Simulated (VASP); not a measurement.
# TiSi2 (Fdd2) in VASP: further runs

The runs below take TiSi2 through single point, with PBE.

Everything below comes from runs of VASP 6.6.1. Logs are shortened: lines on timing, memory, paths and dates and some standing lists are left out, and cuts for length are marked.

## (1) The cell of the first run

It takes space group Fdd2 (No. 43, orthorhombic). Conventional cell: a = 8.270 Å, b = 8.559 Å, c = 4.808 Å, α = 90.00°, β = 90.00°, γ = 90.00°. Ti (site symmetry 2) has 10 Si at 2.50 to 2.99 Å and 4 Ti at 3.21 Å within 3.3 Å. Within 3.3 Å of Si (site symmetry 1) lie 5 Ti at 2.50 to 2.99 Å and 7 Si at 2.53 to 2.92 Å.

## (2) Single point, PBE (mode 4 (183.3 1/cm) frozen in, largest displacement +0.263 Å)

The input, INCAR:

```
PREC = Accurate
ENCUT = 520
EDIFF = 1E-7
ISMEAR = 0
SIGMA = 0.15
LREAL = False
LASPH = True
NELM = 100
ALGO = Normal
ISIF = 2
LWAVE = False
LCHARG = False
GGA = PE
NBANDS = 29
```

The input, KPOINTS:

```
Automatic mesh
0
Gamma
  14 14 14
```

The input, POSCAR:

```
TiSi2
1.0
    0.0000000000      4.1351811263      4.2795976070
    2.4038689094      0.0000000000      4.2795976070
    2.4038689094      4.1351811263      0.0000000000
Ti Si
2 4
Direct
    0.7219881790      0.7780118210      0.7780118210
    0.4719881790      0.5280118210      0.5280118210
    0.0831132658      0.3617220711      0.0905356524
    0.4646290107      0.0905356524      0.3617220711
    0.1594643476      0.7853709893      0.1668867342
    0.8882779289      0.1668867342      0.7853709893
```

Potentials or basis: VASP PAW PBE potentials, release 64 (Ti_sv, Si).

Run with:

```bash
$ cat potpaw_PBE.64/Ti_sv/POTCAR potpaw_PBE.64/Si/POTCAR > POTCAR
$ mpirun -np 1 vasp_std > vasp.out
```

OUTCAR:

```text
PREC = Accurate
   ENCUT = 520
   EDIFF = 1E-7
   ISMEAR = 0
   LREAL = False
   LASPH = True
   NELM = 100
   ISIF = 2
   GGA = PE

 ion  position               nearest neighbor table
   1  0.722  0.778  0.778-   5 2.50   6 2.50   4 2.55   3 2.55   6 2.66   5 2.66   4 2.81   3 2.81
                             4 2.99   3 2.99
   2  0.472  0.528  0.528-   3 2.50   4 2.50   5 2.55   6 2.55   3 2.66   4 2.66   6 2.81   5 2.81
                             6 2.99   5 2.99
   3  0.083  0.362  0.091-   2 2.50   5 2.53   5 2.53   1 2.55   2 2.66   4 2.74   1 2.81   4 2.84
                             4 2.84   6 2.92   6 2.92   1 2.99
   4  0.465  0.091  0.362-   2 2.50   6 2.53   6 2.53   1 2.55   2 2.66   3 2.74   1 2.81   3 2.84
                             3 2.84   5 2.92   5 2.92   1 2.99
   5  0.159  0.785  0.167-   1 2.50   3 2.53   3 2.53   2 2.55   1 2.66   6 2.74   2 2.81   6 2.84
                             6 2.84   4 2.92   4 2.92   2 2.99
   6  0.888  0.167  0.785-   1 2.50   4 2.53   4 2.53   2 2.55   1 2.66   5 2.74   2 2.81   5 2.84
                             5 2.84   3 2.92   3 2.92   2 2.99

  LATTYP: Found a face centered orthorhombic cell.
 ALAT       =     4.8077378188
 B/A-ratio  =     1.7202190644
 C/A-ratio  =     1.7802957517

  Lattice vectors:

 A1 = (   0.0000000000,   4.1351811263,   4.2795976070)
 A2 = (   2.4038689094,   0.0000000000,   4.2795976070)
 A3 = (   2.4038689094,   4.1351811263,   0.0000000000)

Analysis of symmetry for initial positions (statically):
=====================================================================
 Subroutine PRICEL returns:
 Original cell was already a primitive cell.

 Routine SETGRP: Setting up the symmetry group for a
 face centered orthorhombic supercell.

 Subroutine GETGRP returns: Found  4 space group operations
 (whereof  2 operations were pure point group operations)
 out of a pool of  8 trial point group operations.

The static configuration has the point symmetry C_2 .
 The point group associated with its full space group is C_2v.

Analysis of symmetry for dynamics (positions and initial velocities):
=====================================================================
 Subroutine PRICEL returns:
 Original cell was already a primitive cell.

 Routine SETGRP: Setting up the symmetry group for a
 face centered orthorhombic supercell.

 Subroutine GETGRP returns: Found  4 space group operations
 (whereof  2 operations were pure point group operations)
 out of a pool of  8 trial point group operations.

The dynamic configuration has the point symmetry C_2 .
[... 107 lines left out ...]
   NELM   =    100;   NELMIN=  2; NELMDL= -5     # of ELM steps
   EDIFF  = 0.1E-06   stopping-criterion for ELM
   LREAL  =      F    real-space projection
   EDIFFG = 0.1E-05   stopping-criterion for IOM
   NSW    =      0    number of steps for IOM
   IBRION =     -1    ionic relax: 0-MD 1-quasi-New 2-CG
   NFREE  =      0    steps in history (QN), initial steepest desc. (CG)
   ISIF   =      2    stress and relaxation
   ISYM   =      2    0-nonsym 1-usesym 2-fastsym
   POTIM  = 0.5000    time-step for ionic-motion
   TEBEG  =    0.0;   TEEND  =   0.0 temperature during run
   PSTRESS=    0.0 pullay stress
   NELECT =      40.0000    total number of electrons
   NUPDOWN=      -1.0000    fix difference up-down
   EMIN   =  10.00;   EMAX   =-10.00  energy-range for DOS
   EFERMI =   0.00;   METHOD = LEGACY
   ISMEAR =     0;   SIGMA  =   0.15  broadening in eV -4-tet -1-fermi 0-gaus
   EFERMI_NEDOS =   21; number of points for ismear=-14 and -15
   IALGO  =     38    algorithm
   IMIX   =      4    mixing-type and parameters
     AMIX     =   0.40;   BMIX     =  1.00
     AMIX_MAG =   1.60;   BMIX_MAG =  1.00
  volume/ion in A,a.u.               =      14.18        95.69
  Fermi-wavevector in a.u.,A,eV,Ry     =   1.272962  2.405549 22.047316  1.620432
  Thomas-Fermi vector in A             =   2.405812
   LORBIT       =      0    0 simple, 1 ext, 2 COOP (PROOUT), +10 PAW based schemes
   GGA     = PE    functional components
   LHFCALC =     F    Hartree Fock is set to
   AEXX    =    0.0000 exact exchange contribution
   IVDW    =     0    specifies the selected vdW correction
   LEPSILON=     F    determine dielectric tensor
   LRPA    =     F    only Hartree local field effects (RPA)
 non-spin polarized calculation
 Gauss-broadening in eV      SIGMA  =   0.15
  energy-cutoff  :      520.00
  volume of cell :       85.08
 maximum number of plane-waves:      2310
 NGX is ok and might be reduce to    48
   NGX = 23   NGY = 19   NGZ = 17

 number of electron      40.0000004 magnetization

 Free energy of the ion-electron system (eV)
  ---------------------------------------------------
  ext. energy  EPLUGINS =         0.00000000
  ---------------------------------------------------
  free energy    TOTEN  =       -40.12232087 eV

  energy without entropy =      -40.09507213  energy(sigma->0) =      -40.10869650

 E-fermi :  10.0171     XC(G=0): -11.6661

 val. band max:       10.0162286848   @ k =  -0.1429   0.4286   0.3571
 cond. band min:      10.0184814558   @ k =   0.2857  -0.1429   0.2143
 fundamental gap:      0.0022527710
 Fermi energy:        10.0170966609

 k-point     1 :       0.0000    0.0000    0.0000
  band No.  band energies     occupation
      1     -46.2587      2.00000
      2     -46.2319      2.00000
      3     -22.6351      2.00000
      4     -22.6275      2.00000
      5     -22.5529      2.00000
      6     -22.5383      2.00000
[... 757 lines left out ...]
     28      13.8430      0.00000
     29      14.2811      0.00000

 [... further k-points ...]
[... 5 lines left out ...]
  --------------------------------------------------------------------------------------
  -------------------------------------------------------------------------------------
  Total        3.0961797      0.1454174      0.6647516      0.0000000      0.0000000      0.0000000
  in kB       58.3040190      2.7383485     12.5179064      0.0000000      0.0000000      0.0000000
  external PRESSURE =      24.5200913 kB  Pullay stress =       0.0000000 kB

 VOLUME and BASIS-vectors are now :
 -----------------------------------------------------------------------------
  energy-cutoff  :      520.00
  volume of cell :       85.08
      direct lattice vectors                 reciprocal lattice vectors
     0.000000000  4.135181126  4.279597607    -0.207998031  0.120913688  0.116833414
     2.403868909  0.000000000  4.279597607     0.207998031 -0.120913688  0.116833414
     2.403868909  4.135181126  0.000000000     0.207998031  0.120913688 -0.116833414

 POSITION                                       TOTAL-FORCE (eV/Angst)
 -----------------------------------------------------------------------------------
      3.74048      6.20277      6.41940        -0.890621      0.000000      0.000000
      2.53854      4.13518      4.27960        -0.890621      0.000000      0.000000
      1.08717      0.71807      1.90372         0.445310     -0.327489      0.792820
      1.08717      3.41711      2.37588         0.445310      0.327489     -0.792820
      2.28910      1.34952      4.04352         0.445310      0.327489      0.792820
      2.28910      6.92084      4.51568         0.445310     -0.327489     -0.792820
 -----------------------------------------------------------------------------------
    total drift:                               -0.000177      0.000021     -0.000002

  FREE ENERGIE OF THE ION-ELECTRON SYSTEM (eV)
  ---------------------------------------------------
  free  energy   TOTEN  =       -40.1223208715 eV

  energy  without entropy=      -40.0950721265  energy(sigma->0) =      -40.10869650
```

stdout:

```text
POSCAR found type information on POSCAR TiSi
 POSCAR found :  2 types and       6 ions
 scaLAPACK will be used
 LDA part: xc-table for (Slater+PW92), standard interpolation
 POSCAR, INCAR and KPOINTS ok, starting setup
 FFT: planning ... GRIDC
 FFT: planning ... GRID_SOFT
 FFT: planning ... GRID
 WAVECAR not read
 entering main loop
```

It took 11 min on 1 thread of Intel Xeon 6975P-C (Granite Rapids), shared host; peak memory 0.89 GiB.

Results:

| Item | Value |
| --- | --- |
| Free energy | -40.1223 eV |
| Pressure | 2.5 GPa |
| Largest force | 0.966 eV/Å |
| Band gap on the k mesh | zero (band 20 reaches 10.65 eV, above the bottom of band 21 at 9.08 eV) |

Forces in eV/Å, atoms in the order of the input:
```
Ti  -0.891  0.000  0.000
Ti  -0.891  0.000  0.000
Si   0.445 -0.327  0.793
Si   0.445  0.327 -0.793
Si   0.445  0.327  0.793
Si   0.445 -0.327 -0.793
```

Stress tensor (GPa, compression positive):
```
5.83 0.00 0.00
0.00 0.27 0.00
0.00 0.00 1.25
```

Caveat: the cell differs from its parent crystal (mode 4 (183.3 1/cm) frozen in, largest displacement +0.263 Å).

## (3) Single point, PBE (mode 4 (183.3 1/cm) frozen in, largest displacement -0.150 Å)

The input, INCAR:

```
SYSTEM = TiSi2
  PREC = Accurate
  ENCUT = 520
  EDIFF = 1E-7
  ISMEAR = 0
  SIGMA = 0.15
  LREAL = .FALSE.
  LASPH = .TRUE.
  NELM = 100
  ALGO = Normal
  ISIF = 2
  LWAVE = .FALSE.
  LCHARG = .FALSE.
  GGA = PE
  NBANDS = 29
```

The input, KPOINTS:

```
regular mesh
0
G
  14 14 14
  0 0 0
```

The input, POSCAR:

```
TiSi2
1.0
    0.0000000000      4.1351811263      4.2795976070
    2.4038689094      0.0000000000      4.2795976070
    2.4038689094      4.1351811263      0.0000000000
Ti Si
2 4
Direct
    0.7660067549      0.7339932451      0.7339932451
    0.5160067549      0.4839932451      0.4839932451
    0.0889451410      0.4425775237      0.0847037772
    0.3837735581      0.0847037772      0.4425775237
    0.1652962228      0.8662264419      0.1610548590
    0.8074224763      0.1610548590      0.8662264419
```

Potentials or basis: VASP PAW PBE potentials, release 64 (Ti_sv, Si).

Run with:

```bash
$ cat potpaw_PBE.64/Ti_sv/POTCAR potpaw_PBE.64/Si/POTCAR > POTCAR
$ mpirun -np 1 vasp_std > vasp.out
```

OUTCAR:

```text
SYSTEM = TiSi2
   PREC = Accurate
   ENCUT = 520
   EDIFF = 1E-7
   ISMEAR = 0
   LREAL = .FALSE.
   LASPH = .TRUE.
   NELM = 100
   ISIF = 2
   GGA = PE

 ion  position               nearest neighbor table
   1  0.766  0.734  0.734-   6 2.52   5 2.52   5 2.61   6 2.61   3 2.64   4 2.64   4 2.79   3 2.79
                             3 2.89   4 2.89
   2  0.516  0.484  0.484-   3 2.52   4 2.52   4 2.61   3 2.61   5 2.64   6 2.64   6 2.79   5 2.79
                             5 2.89   6 2.89
   3  0.089  0.443  0.085-   2 2.52   5 2.53   5 2.53   2 2.61   1 2.64   4 2.71   1 2.79   4 2.81
                             4 2.81   1 2.89   6 3.04   6 3.04
   4  0.384  0.085  0.443-   2 2.52   6 2.53   6 2.53   2 2.61   1 2.64   3 2.71   1 2.79   3 2.81
                             3 2.81   1 2.89   5 3.04   5 3.04
   5  0.165  0.866  0.161-   1 2.52   3 2.53   3 2.53   1 2.61   2 2.64   6 2.71   2 2.79   6 2.81
                             6 2.81   2 2.89   4 3.04   4 3.04
   6  0.807  0.161  0.866-   1 2.52   4 2.53   4 2.53   1 2.61   2 2.64   5 2.71   2 2.79   5 2.81
                             5 2.81   2 2.89   3 3.04   3 3.04

  LATTYP: Found a face centered orthorhombic cell.
 ALAT       =     4.8077378188
 B/A-ratio  =     1.7202190644
 C/A-ratio  =     1.7802957517

  Lattice vectors:

 A1 = (   0.0000000000,   4.1351811263,   4.2795976070)
 A2 = (   2.4038689094,   0.0000000000,   4.2795976070)
 A3 = (   2.4038689094,   4.1351811263,   0.0000000000)

Analysis of symmetry for initial positions (statically):
=====================================================================
 Subroutine PRICEL returns:
 Original cell was already a primitive cell.

 Routine SETGRP: Setting up the symmetry group for a
 face centered orthorhombic supercell.

 Subroutine GETGRP returns: Found  4 space group operations
 (whereof  2 operations were pure point group operations)
 out of a pool of  8 trial point group operations.

The static configuration has the point symmetry C_2 .
 The point group associated with its full space group is C_2v.

[... 138 lines left out ...]
   IALGO  =     38    algorithm
   IMIX   =      4    mixing-type and parameters
     AMIX     =   0.40;   BMIX     =  1.00
     AMIX_MAG =   1.60;   BMIX_MAG =  1.00
  volume/ion in A,a.u.               =      14.18        95.69
  Fermi-wavevector in a.u.,A,eV,Ry     =   1.272962  2.405549 22.047316  1.620432
  Thomas-Fermi vector in A             =   2.405812
   LORBIT       =      0    0 simple, 1 ext, 2 COOP (PROOUT), +10 PAW based schemes
   GGA     = PE    functional components
   LHFCALC =     F    Hartree Fock is set to
   AEXX    =    0.0000 exact exchange contribution
   IVDW    =     0    specifies the selected vdW correction
   LEPSILON=     F    determine dielectric tensor
   LRPA    =     F    only Hartree local field effects (RPA)
 non-spin polarized calculation
 Gauss-broadening in eV      SIGMA  =   0.15
  energy-cutoff  :      520.00
  volume of cell :       85.08
 maximum number of plane-waves:      2310
 NGX is ok and might be reduce to    48
   NGX = 23   NGY = 19   NGZ = 17

 number of electron      40.0000000 magnetization

 Free energy of the ion-electron system (eV)
  ---------------------------------------------------
  ext. energy  EPLUGINS =         0.00000000
  ---------------------------------------------------
  free energy    TOTEN  =       -40.52305220 eV

  energy without entropy =      -40.49690067  energy(sigma->0) =      -40.50997644

 E-fermi :  10.0189     XC(G=0): -11.6713

 val. band max:       10.0186236589   @ k =  -0.3571   0.0000   0.1429
 cond. band min:      10.0217630705   @ k =  -0.2143   0.4286   0.2143
 fundamental gap:      0.0031394116
 Fermi energy:        10.0188677551

 k-point     1 :       0.0000    0.0000    0.0000
  band No.  band energies     occupation
      1     -46.2805      2.00000
      2     -46.2537      2.00000
      3     -22.6517      2.00000
      4     -22.6479      2.00000
      5     -22.5695      2.00000
      6     -22.5550      2.00000
[... 757 lines left out ...]
     28      13.8958      0.00000
     29      14.3153      0.00000

 [... further k-points ...]
[... 5 lines left out ...]
  --------------------------------------------------------------------------------------
  -------------------------------------------------------------------------------------
  Total        0.9913886     -0.0868310      0.3288364      0.0000000      0.0000000      0.0000000
  in kB       18.6687935     -1.6351098      6.1923026      0.0000000      0.0000000      0.0000000
  external PRESSURE =       7.7419955 kB  Pullay stress =       0.0000000 kB

 VOLUME and BASIS-vectors are now :
 -----------------------------------------------------------------------------
  energy-cutoff  :      520.00
  volume of cell :       85.08
      direct lattice vectors                 reciprocal lattice vectors
     0.000000000  4.135181126  4.279597607    -0.207998031  0.120913688  0.116833414
     2.403868909  0.000000000  4.279597607     0.207998031 -0.120913688  0.116833414
     2.403868909  4.135181126  0.000000000     0.207998031  0.120913688 -0.116833414

 POSITION                                       TOTAL-FORCE (eV/Angst)
 -----------------------------------------------------------------------------------
      3.52885      6.20277      6.41940         0.474313      0.000000     -0.000000
      2.32691      4.13518      4.27960         0.474313      0.000000     -0.000000
      1.26752      0.71807      2.27470        -0.237157     -0.102457     -0.466176
      1.26752      3.41711      2.00489        -0.237157      0.102457      0.466176
      2.46945      1.34952      4.41450        -0.237157      0.102457     -0.466176
      2.46945      6.92084      4.14469        -0.237157     -0.102457      0.466176
 -----------------------------------------------------------------------------------
    total drift:                                0.000066     -0.000010      0.000005

  FREE ENERGIE OF THE ION-ELECTRON SYSTEM (eV)
  ---------------------------------------------------
  free  energy   TOTEN  =       -40.5230522011 eV

  energy  without entropy=      -40.4969006738  energy(sigma->0) =      -40.50997644
```

It took 28 min on 1 thread of AMD EPYC 7R43 (Zen 3), shared host; peak memory 0.86 GiB.

Results:

- Free energy: -40.5231 eV
- Pressure: 0.8 GPa
- Largest force: 0.533 eV/Å
- Band gap on the k mesh: zero (band 20 reaches 10.68 eV, above the bottom of band 21 at 8.96 eV)

Forces in eV/Å, atoms in the order of the input:
```
Ti   0.474  0.000  0.000
Ti   0.474  0.000  0.000
Si  -0.237 -0.102 -0.466
Si  -0.237  0.102  0.466
Si  -0.237  0.102 -0.466
Si  -0.237 -0.102  0.466
```

Stress tensor (GPa, compression positive):
```
 1.87  0.00  0.00
 0.00 -0.16  0.00
 0.00  0.00  0.62
```

Levels at points of the mesh, in eV from the Fermi level:
```tsv
k point	band 16	band 17	band 18	band 19	band 20	band 21	band 22	band 23	band 24	band 25
(0.00, 0.00, 0.00)	-2.42	-2.24	-2.02	-1.75	-1.35	-0.88	2.05	2.97	3.14	3.36
(0.50, 0.00, 0.00)	-2.39	-1.87	-1.05	-0.02	0.15	0.96	1.30	1.70	2.19	2.58
(0.50, 0.50, 0.00)	-2.90	-1.59	-1.59	-0.91	-0.91	0.74	0.74	3.11	3.11	3.35
(0.50, 0.00, 0.50)	-2.63	-2.02	-2.02	-0.86	-0.86	1.25	1.25	3.17	3.17	3.35
(0.00, 0.50, 0.50)	-1.24	-1.10	-1.10	-0.67	-0.67	0.85	0.85	2.25	2.25	3.01
```

Caveat: the cell differs from its parent crystal (mode 4 (183.3 1/cm) frozen in, largest displacement -0.150 Å).

(Part 1 of 2 ends here.)
